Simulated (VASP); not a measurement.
Here is a VASP 6.6.1 calculation.

Contents of INCAR:

```
SYSTEM = SrCl2
ALGO = Normal ; EDIFF = 1E-6
ENCUT = 520 ; GGA = PE
ISIF = 2 ; ISMEAR = 0
LASPH = .True. ; LCHARG = .False.
LREAL = .False. ; LWAVE = .False.
NBANDS = 19 ; NELM = 60
PREC = Accurate ; SIGMA = 0.01
```

KPOINTS

```
k-points
0
Gamma
  6 6 4
  0 0 0
```

POSCAR

```
SrCl2
1.0
    4.4072489047      0.0000000000      0.0000000000
   -2.2036244524      3.8167895123      0.0000000000
    0.0000000000      0.0000000000      5.5960649706
Sr Cl
1 2
Direct
    0.0000000000      0.0000000000      0.0000000000
    0.3333333333      0.6666666667      0.2486950243
    0.6666666667      0.3333333333      0.7513049757
```

Potentials or basis: VASP PAW PBE potentials, release 64 (Sr_sv, Cl).

Command:

```console
$ cat potpaw_PBE.64/Sr_sv/POTCAR potpaw_PBE.64/Cl/POTCAR > POTCAR
$ mpirun -np 1 vasp_std > vasp.out
```

What does it give for the pressure?

1.3 GPa.

Predict the band gap on the k mesh.

5.16 eV.

Predict the largest force.

0.024 eV/Å.

Forces in eV/Å, atoms in the order of the input:
```
Sr   0.000  0.000  0.000
Cl   0.000  0.000  0.024
Cl   0.000  0.000 -0.024
```

A k mesh can miss the band edges.
